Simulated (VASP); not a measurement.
Set up this calculation in VASP 6.6.1, as the native input.

- Task: single point
- Functional: PBE
- Potentials or basis: VASP PAW PBE potentials, release 64 (Hf_pv, Br)
- Cutoff: 520 eV
- k mesh: 4 × 4 × 4
- Occupations: gaussian, width 0.1 eV
- Spin: no spin polarisation
- Dipole correction: no
- Further INCAR settings: ALGO = Normal; EDIFF = 1e-06; NBANDS = 38

The structure of Hf5Br lies in POSCAR:

```
Hf5Br
1.0
    5.5522724600      0.0000000000      0.0000000000
    0.0000000000      5.5522724600      0.0000000000
    0.0000000000      0.0000000000      4.2809895400
Hf Br
5 1
Direct
    0.2710467000      0.2710467000      0.5000000000
    0.7289533000      0.7289533000      0.5000000000
    0.7289533000      0.2710467000      0.5000000000
    0.2710467000      0.7289533000      0.5000000000
    0.0000000000      0.0000000000      0.5000000000
    0.5000000000      0.5000000000      0.5000000000
```

The cell was generated, and may not be a known phase.

One way to write it, as run:

INCAR

```
PREC = Accurate
ENCUT = 520
EDIFF = 1E-6
ISMEAR = 0
SIGMA = 0.1
LREAL = False
LASPH = True
NELM = 80
ALGO = Normal
ISIF = 2
LWAVE = False
LCHARG = False
GGA = PE
NBANDS = 38
```

KPOINTS

```
Automatic mesh
0
Gamma
  4 4 4
```

Potentials or basis: VASP PAW PBE potentials, release 64 (Hf_pv, Br).

The run is started by

```sh
$ cat potpaw_PBE.64/Hf_pv/POTCAR potpaw_PBE.64/Br/POTCAR > POTCAR
$ mpirun -np 1 vasp_std > vasp.out
```

It gave:

The pressure is 135.1 GPa and the largest force is 29.638 eV/Å. The band gap on the k mesh is zero (an odd number of electrons rules out a gap without spin polarisation).

Caveat: the k points lie up to 0.37 Å⁻¹ apart, too coarse for converged energies and pressures of a metal; atoms lie so close that the PAW spheres overlap strongly, which falsifies energies and pressures; spin-orbit coupling is left out, which moves the levels of the heavy elements; forces of over 1 eV/Å act on the atoms, so gaps and moduli don't describe the material at rest.

Run time: 3 min on 1 thread of Intel Xeon 8259CL, on a shared host, peak memory 0.27 GiB.
